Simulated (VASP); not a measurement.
Cr: single point with RPBE+D3(BJ)

Cr:

```
Cr
1.0
    -1.37050    1.37050    1.37050
     1.37050   -1.37050    1.37050
     1.37050    1.37050   -1.37050
Cr
1
Direct
  0.00000 0.00000 0.00000
```

- Program: VASP 6.6.1
- Task: single point
- Functional: RPBE
- Dispersion: D3(BJ)
- Potentials or basis: VASP PAW PBE potentials, release 64 (Cr_pv)
- Cutoff: 520 eV
- k mesh: 12 × 12 × 12
- Occupations: fermi-dirac, width 0.05 eV
- Spin: collinear spin, ferromagnetic start
- Starting moments: [3.0] μB
- Dipole correction: no
- Further INCAR settings: ALGO = Normal; EDIFF = 1e-06; NBANDS = 16

```yaml
Pressure: -0.2 GPa
Band_gap_on_the_k_mesh: zero (filled and empty bands overlap)
Net_moment: 0.00 μB per cell
Valence_electrons_inside_the_program's_atomic_spheres: Cr 11.35
Dispersion_energy_per_atom: -2.896 eV
```

Levels at points of the mesh, in eV from the Fermi level:
Spin up:
| k point | band 4 | band 5 | band 6 | band 7 | band 8 | band 9 |
| --- | --- | --- | --- | --- | --- | --- |
| (0.00, 0.00, 0.00) | -8.26 | -1.06 | -1.06 | -1.06 | 1.34 | 1.34 |
| (0.50, 0.00, 0.00) | -5.04 | -2.88 | 1.36 | 1.45 | 1.76 | 3.35 |
| (0.50, 0.50, 0.50) | -5.07 | -5.07 | 2.88 | 2.88 | 2.88 | 7.25 |
Spin down:
| k point | band 3 | band 4 | band 5 | band 6 | band 7 | band 8 | band 9 | band 10 |
| --- | --- | --- | --- | --- | --- | --- | --- | --- |
| (0.00, 0.00, 0.00) | -42.60 | -8.26 | -1.06 | -1.06 | -1.06 | 1.34 | 1.34 | 7.26 |
| (0.50, 0.00, 0.00) | -42.61 | -5.04 | -2.88 | 1.36 | 1.45 | 1.76 | 3.35 | 7.25 |
| (0.50, 0.50, 0.50) | -43.48 | -5.07 | -5.07 | 2.88 | 2.88 | 2.88 | 7.25 | 11.73 |

Run time: 42 s on 1 thread of Intel Xeon 8259CL, on a shared host, peak memory 0.15 GiB.

Caveat: the PAW data sets were made with another functional, which shifts forces and pressure a little.
